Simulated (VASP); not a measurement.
Wanted: the native input for a VASP 6.6.1 run.

```yaml
Task: relaxation of cell and atoms
Functional: PBE
Potentials_or_basis: VASP PAW PBE potentials, release 64 (Cd, Hg, S)
Cutoff: 600 eV
k_mesh: 4 × 4 × 4
Occupations: gaussian, width 0.1 eV
Spin: no spin polarisation
Dipole_correction: no
Further_INCAR_settings: ALGO = Normal; EDIFF = 1e-06; IBRION = 2; EDIFFG = -0.04; NSW = 90; ISIF = 3
```

The structure of CdHg3S4 lies in POSCAR:

```
CdHg3S4
1.0
   -2.9217758800      2.9217758800      5.8435517500
    2.9217758800     -2.9217758800      5.8435517500
    2.9217758800      2.9217758800     -5.8435517500
Cd Hg S
1 3 4
Direct
    0.0000000000      0.0000000000      0.0000000000
    0.5000000000      0.5000000000      0.0000000000
    0.2500000000      0.7500000000      0.5000000000
    0.7500000000      0.2500000000      0.5000000000
    0.6250000000      0.6250000000      0.5000000000
    0.1250000000      0.1250000000      0.5000000000
    0.8750000000      0.3750000000      0.0000000000
    0.3750000000      0.8750000000      0.0000000000
```

One way to write it, as run:

INCAR

```
PREC = Accurate
ENCUT = 600
EDIFF = 1E-6
ISMEAR = 0
SIGMA = 0.1
LREAL = False
LASPH = True
NELM = 80
ALGO = Normal
ISIF = 3
LWAVE = False
LCHARG = False
GGA = PE
IBRION = 2
NSW = 90
EDIFFG = -0.04
```

KPOINTS

```
regular mesh
0
Gamma
  4 4 4
```

Potentials or basis: VASP PAW PBE potentials, release 64 (Cd, Hg, S).

Run with:

```bash
$ cat potpaw_PBE.64/Cd/POTCAR potpaw_PBE.64/Hg/POTCAR potpaw_PBE.64/S/POTCAR > POTCAR
$ mpirun -np 1 vasp_std > vasp.out
```

It gave:

- Relaxed volume: 26.84 Å³/atom
- Relaxed cell: a = 7.334 Å, b = 7.334 Å, c = 7.334 Å, α = 131.82°, β = 131.82°, γ = 70.52°
- Space group after relaxing (to 0.05 Å): I-42m (No. 121)
- Energy gained by relaxing: 24.5 meV/atom
- Ionic steps: 6
- Pressure after relaxing: -0.1 GPa
- Largest force after relaxing: 0.007 eV/Å
- Band gap on the k mesh: zero (filled and empty bands touch)

Caveat: the k points lie up to 0.37 Å⁻¹ apart in the final cell; spin-orbit coupling is left out, which moves the levels of the heavy elements.

Run time: 17 min on 1 thread of Intel(R) Xeon(R) Platinum 8259CL CPU @ 2.50GHz (Skylake/Cascade Lake) (shared host), peak memory 0.61 GiB.
